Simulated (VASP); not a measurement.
Here is a VASP 6.6.1 calculation.

Contents of INCAR:

```
SYSTEM = ReHg2Sb2
  ALGO = Normal
  EDIFF = 1E-6
  ENCUT = 560
  GGA = PE
  GGA_COMPAT = .FALSE.
  ISIF = 2
  ISMEAR = 0
  LASPH = .TRUE.
  LCHARG = .TRUE.
  LELF = .TRUE.
  LREAL = .FALSE.
  LVHAR = .TRUE.
  LWAVE = .FALSE.
  NBANDS = 50
  NELM = 120
  PREC = Accurate
  SIGMA = 0.1
```

Contents of KPOINTS:

```
k-points
0
G
  10 10 4
  0 0 0
```

POSCAR

```
ReHg2Sb2
1.0
    3.6669473802      0.0000000000      0.0000000000
    0.0000000000      3.6669473802      0.0000000000
    0.0000000000      0.0000000000      9.8302712320
Re Hg Sb
1 2 2
Direct
    0.0000000000      0.0000000000      0.0000000000
    0.0000000000      0.5000000000      0.5000000000
    0.5000000000      0.0000000000      0.5000000000
    0.5000000000      0.5000000000      0.1537202515
    0.5000000000      0.5000000000      0.8462797485
```

Potentials or basis: VASP PAW PBE potentials, release 64 (Re_sv_GW, Hg_sv_GW, Sb_d_GW).

Run with:

```sh
$ cat potpaw_PBE.64/Re_sv_GW/POTCAR potpaw_PBE.64/Hg_sv_GW/POTCAR potpaw_PBE.64/Sb_d_GW/POTCAR > POTCAR
$ mpirun -np 1 vasp_std > vasp.out
```

What does it give for the band gap on the k mesh?

Zero (an odd number of electrons rules out a gap without spin polarisation).

Estimate the pressure.

-0.2 GPa.

Stress tensor (GPa, compression positive):
```
-0.15  0.00  0.00
 0.00 -0.15  0.00
 0.00  0.00 -0.28
```

Caveat: spin-orbit coupling is left out, which moves the levels of the heavy elements.
